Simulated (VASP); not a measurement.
# W9C8 in VASP: single point with PBEsol

Aim: the single point of W9C8 with PBEsol.

Everything below comes from runs of VASP 6.6.1. Logs are shortened: lines on timing, memory, paths and dates and some standing lists are left out, and cuts for length are marked.

## (1) The cell of the first run

The cell holds a slab with vacuum, 17 atoms: a = 5.704 Å, b = 5.704 Å, c = 17.201 Å, α = 90.00°, β = 90.00°, γ = 120.00°.

## (2) Single point, PBEsol

Input file INCAR:

```
SYSTEM = W9C8
ALGO = Normal ; EDIFF = 1E-6
ENCUT = 520 ; GGA = PS
ISIF = 2 ; ISMEAR = 0
LASPH = .TRUE. ; LCHARG = .FALSE.
LREAL = Auto ; LWAVE = .FALSE.
NBANDS = 93 ; NELM = 80
PREC = Accurate ; SIGMA = 0.05
```

Input file KPOINTS:

```
k-points
0
G
  3 3 1
  0 0 0
```

Input file POSCAR:

```
W9C8
1.0
    5.7040600000      0.0000000000      0.0000000000
   -2.8520300000      4.9398610000      0.0000000000
    0.0000000000      0.0000000000     17.2011400000
W C
9 8
Direct
    0.0000000000      0.0000000000      0.0581356817
   -0.0067282491     -0.0101840922      0.2174904687
   -0.0000000506      0.4999998988      0.0581356817
   -0.0052307608      0.4989352939      0.2261348376
    0.5000000000      0.0000000000      0.0581356817
    0.4918628913     -0.0118373776      0.2230052194
    0.4999999494      0.4999998988      0.0581356817
    0.5008106980      0.4987883262      0.2264431311
    1.1045298828      0.2170382932      0.3585708854
    0.3347168500      0.1662969869      0.1354468948
    0.3219851123      0.1369797652      0.2978299694
    0.3309628576      0.6627710780      0.1372740993
    0.3156338800      0.6355114041      0.3025745387
    0.8302384624      0.1662826140      0.1352433618
    0.8108533557      0.1387405435      0.2971040292
    0.8312146015      0.6636097655      0.1351737734
    0.8387527895      0.6805458696      0.2974022652
```

Potentials or basis: VASP PAW PBE potentials, release 64 (W_sv, C).

The run is started by

```console
cat potpaw_PBE.64/W_sv/POTCAR potpaw_PBE.64/C/POTCAR > POTCAR
mpirun -np 1 vasp_std > vasp.out
```

OUTCAR:

```text
SYSTEM = W9C8
   EDIFF = 1E-6
   ENCUT = 520
   GGA = PS
   ISIF = 2
   ISMEAR = 0
   LASPH = .TRUE.
   LREAL = Auto
   NELM = 80
   PREC = Accurate

 ion  position               nearest neighbor table
   1  0.000  0.000  0.058-  10 2.12  14 2.12  16 2.13   2 2.74   7 2.85   3 2.85   5 2.85   5 2.85
                             3 2.85   7 2.85
   2  0.993  0.990  0.217-  17 2.06  11 2.13  15 2.14  16 2.15  14 2.19  10 2.20   9 2.67   1 2.74
                             4 2.81   8 2.81   6 2.85   6 2.86   8 2.90   4 2.90
   3  1.000  0.500  0.058-  16 2.11  14 2.12  12 2.13   5 2.85   1 2.85   7 2.85   7 2.85   1 2.85
                             5 2.85   4 2.89
   4  0.995  0.499  0.226-  13 2.06  17 2.07  15 2.16  16 2.25  12 2.26  14 2.27   2 2.81   6 2.81
                             8 2.82   8 2.89   3 2.89   6 2.89   2 2.90   9 3.03
   5  0.500  0.000  0.058-  14 2.10  10 2.11  12 2.15   6 2.84   7 2.85   3 2.85   1 2.85   1 2.85
                             7 2.85   3 2.85
   6  0.492  0.988  0.223-  15 2.03  11 2.03  12 2.18  13 2.22  10 2.24  14 2.25   4 2.81   8 2.82
                             5 2.84   2 2.85   2 2.86   8 2.89   4 2.89
   7  0.500  0.500  0.058-  16 2.11  10 2.12  12 2.13   5 2.85   1 2.85   3 2.85   3 2.85   5 2.85
                             1 2.85   8 2.90
   8  0.501  0.499  0.226-  13 2.06  17 2.07  11 2.17  12 2.25  16 2.26  10 2.27   2 2.81   4 2.82
                             6 2.82   4 2.89   6 2.89   7 2.90   2 2.90   9 3.04
   9  0.105  0.217  0.359-  15 1.84  11 1.85  13 2.28   2 2.67   4 3.03   8 3.04
  10  0.335  0.166  0.135-   5 2.11   7 2.12   1 2.12   2 2.20   6 2.24   8 2.27
  11  0.322  0.137  0.298-   9 1.85   6 2.03   2 2.13   8 2.17
  12  0.331  0.663  0.137-   3 2.13   7 2.13   5 2.15   6 2.18   8 2.25   4 2.26
  13  0.316  0.636  0.303-   4 2.06   8 2.06   6 2.22   9 2.28
  14  0.830  0.166  0.135-   5 2.10   3 2.12   1 2.12   2 2.19   6 2.25   4 2.27
  15  0.811  0.139  0.297-   9 1.84   6 2.03   2 2.14   4 2.16
  16  0.831  0.664  0.135-   7 2.11   3 2.11   1 2.13   2 2.15   4 2.25   8 2.26
  17  0.839  0.681  0.297-   2 2.06   8 2.07   4 2.07

  LATTYP: Found a hexagonal cell.
 ALAT       =     5.7040600000
 C/A-ratio  =     3.0155959089

  Lattice vectors:

 A1 = (   5.7040600000,   0.0000000000,   0.0000000000)
 A2 = (  -2.8520300000,   4.9398610000,   0.0000000000)
 A3 = (   0.0000000000,   0.0000000000,  17.2011400000)

Analysis of symmetry for initial positions (statically):
=====================================================================
 Subroutine PRICEL returns:
 Original cell was already a primitive cell.

 Routine SETGRP: Setting up the symmetry group for a
 hexagonal supercell.

 Subroutine GETGRP returns: Found  1 space group operations
 (whereof  1 operations were pure point group operations)
 out of a pool of 24 trial point group operations.
[... 136 lines left out ...]
   NELECT =     158.0000    total number of electrons
   NUPDOWN=      -1.0000    fix difference up-down
   EMIN   =  10.00;   EMAX   =-10.00  energy-range for DOS
   EFERMI =   0.00;   METHOD = LEGACY
   ISMEAR =     0;   SIGMA  =   0.05  broadening in eV -4-tet -1-fermi 0-gaus
   EFERMI_NEDOS =   21; number of points for ismear=-14 and -15
   IALGO  =     38    algorithm
   IMIX   =      4    mixing-type and parameters
     AMIX     =   0.40;   BMIX     =  1.00
     AMIX_MAG =   1.60;   BMIX_MAG =  1.00
  volume/ion in A,a.u.               =      28.51       192.40
  Fermi-wavevector in a.u.,A,eV,Ry     =   1.126701  2.129155 17.271972  1.269454
  Thomas-Fermi vector in A             =   2.263384
   LORBIT       =      0    0 simple, 1 ext, 2 COOP (PROOUT), +10 PAW based schemes
   GGA     = PS    functional components
   LHFCALC =     F    Hartree Fock is set to
   AEXX    =    0.0000 exact exchange contribution
   IVDW    =     0    specifies the selected vdW correction
   LEPSILON=     F    determine dielectric tensor
   LRPA    =     F    only Hartree local field effects (RPA)
 non-spin polarized calculation
 Gauss-broadening in eV      SIGMA  =   0.05
  energy-cutoff  :      520.00
  volume of cell :      484.68
 maximum number of plane-waves:     13107
 NGX is ok and might be reduce to    42
   NGX = 21   NGY = 21   NGZ = 63

 number of electron     157.9999997 magnetization

 Free energy of the ion-electron system (eV)
  ---------------------------------------------------
  ext. energy  EPLUGINS =         0.00000000
  ---------------------------------------------------
  free energy    TOTEN  =      -187.28141058 eV

  energy without entropy =     -187.26210749  energy(sigma->0) =     -187.27175904

 E-fermi :   1.5784     XC(G=0):  -6.4238

 val. band max:        1.5782639368   @ k =   0.0000   0.0000   0.0000
 cond. band min:       1.5940725719   @ k =   0.0000   0.3333   0.0000
 fundamental gap:      0.0158086351
 Fermi energy:         1.5784455742

 k-point     1 :       0.0000    0.0000    0.0000
  band No.  band energies     occupation
      1     -72.8531      2.00000
      2     -72.3990      2.00000
      3     -72.3118      2.00000
      4     -72.2789      2.00000
      5     -72.2734      2.00000
      6     -72.2196      2.00000
[... 459 lines left out ...]
     90       4.0081      0.00000
     91       4.1017      0.00000
 [bands above 91 left out]

------------------------ aborting loop because EDIFF is reached ----------------------------------------

  FORCE on cell =-STRESS in cart. coord.  units (eV):
  Direction    XX          YY          ZZ          XY          YZ          ZX
  --------------------------------------------------------------------------------------
  -------------------------------------------------------------------------------------
  Total       11.6974196      3.0928724     -0.9573538      0.1880339      9.4398408      0.8986772
  in kB       38.6673676     10.2238989     -3.1646597      0.6215708     31.2046421      2.9706962
  external PRESSURE =      15.2422023 kB  Pullay stress =       0.0000000 kB

 VOLUME and BASIS-vectors are now :
 -----------------------------------------------------------------------------
  energy-cutoff  :      520.00
  volume of cell :      484.68
      direct lattice vectors                 reciprocal lattice vectors
     5.704060000  0.000000000  0.000000000     0.175313724  0.101217423  0.000000000
    -2.852030000  4.939861000  0.000000000     0.000000000  0.202434846  0.000000000
     0.000000000  0.000000000 17.201140000     0.000000000  0.000000000  0.058135682

 POSITION                                       TOTAL-FORCE (eV/Angst)
 -----------------------------------------------------------------------------------
      0.00000      0.00000      1.00000        -0.037982     -0.007108     -0.781647
      2.84270      4.88955      3.74108         0.007928     -0.575504     -0.013563
      4.27804      2.46993      1.00000         0.090585     -0.180503      0.364876
      4.25125      2.46467      3.88978        -0.267250     -0.209130     -0.026229
      2.85203      0.00000      1.00000        -0.050546     -0.253877      0.234395
     -0.01265      4.88139      3.83594         0.046887     -0.129557     -0.020960
[... 9 lines left out ...]
      2.84866      3.27814      2.32514        -0.003856      0.005297     -0.023758
      2.84336      3.36180      5.11566        -0.020680     -0.642670     -0.590157
 -----------------------------------------------------------------------------------
    total drift:                                0.008119     -0.016060      0.002092

  FREE ENERGIE OF THE ION-ELECTRON SYSTEM (eV)
  ---------------------------------------------------
  free  energy   TOTEN  =      -187.2814105828 eV

  energy  without entropy=     -187.2621074913  energy(sigma->0) =     -187.27175904
```

OSZICAR:

```text
N       E                     dE             d eps       ncg     rms          rms(c)
DAV:   1     0.192334598381E+04    0.19233E+04   -0.93965E+04  1130   0.163E+03
DAV:   2    -0.938435690316E+02   -0.20172E+04   -0.19773E+04  1075   0.498E+02
DAV:   3    -0.212655138053E+03   -0.11881E+03   -0.11617E+03  1164   0.118E+02
[... 22 lines left out ...]
DAV:  26    -0.187281398760E+03   -0.21017E-04   -0.32206E-06   756   0.598E-03    0.139E-03
DAV:  27    -0.187281404608E+03   -0.58486E-05   -0.80068E-07   660   0.318E-03    0.169E-03
DAV:  28    -0.187281407968E+03   -0.33595E-05   -0.35522E-07   620   0.168E-03    0.934E-04
DAV:  29    -0.187281410056E+03   -0.20884E-05   -0.40887E-07   628   0.133E-03    0.356E-04
DAV:  30    -0.187281410583E+03   -0.52678E-06   -0.12006E-07   636   0.110E-03
   1 F= -.18728141E+03 E0= -.18727176E+03  d E =-.193031E-01
```

Run time: 15 min. Hardware: 1 thread of Intel Xeon 6975P-C, shared host; peak memory 0.57 GiB.

Results:

| Item | Value |
| --- | --- |
| Free energy | -187.2814 eV |
| Largest force | 4.517 eV/Å |
| Band gap on the k mesh | zero (band 79 reaches 1.99 eV, above the bottom of band 80 at 1.51 eV) |

Forces in eV/Å, atoms in the order of the input:
```
W   -0.038 -0.007 -0.782
W    0.008 -0.576 -0.014
W    0.091 -0.181  0.365
W   -0.267 -0.209 -0.026
W   -0.051 -0.254  0.234
W    0.047 -0.130 -0.021
W   -0.171 -0.196  0.404
W    0.279 -0.232 -0.011
W    0.228  4.511 -0.039
C    0.003 -0.066  0.033
C    0.376 -0.393 -0.169
C   -0.011 -0.091 -0.095
C    0.001 -0.936  0.840
C   -0.014 -0.077  0.063
C   -0.457 -0.527 -0.169
C   -0.004  0.005 -0.024
C   -0.021 -0.643 -0.590
```

Caveat: the k points lie up to 0.42 Å⁻¹ apart; the PAW data sets were made with another functional, which shifts forces and pressure a little; spin-orbit coupling is left out, which moves the levels of the heavy elements.
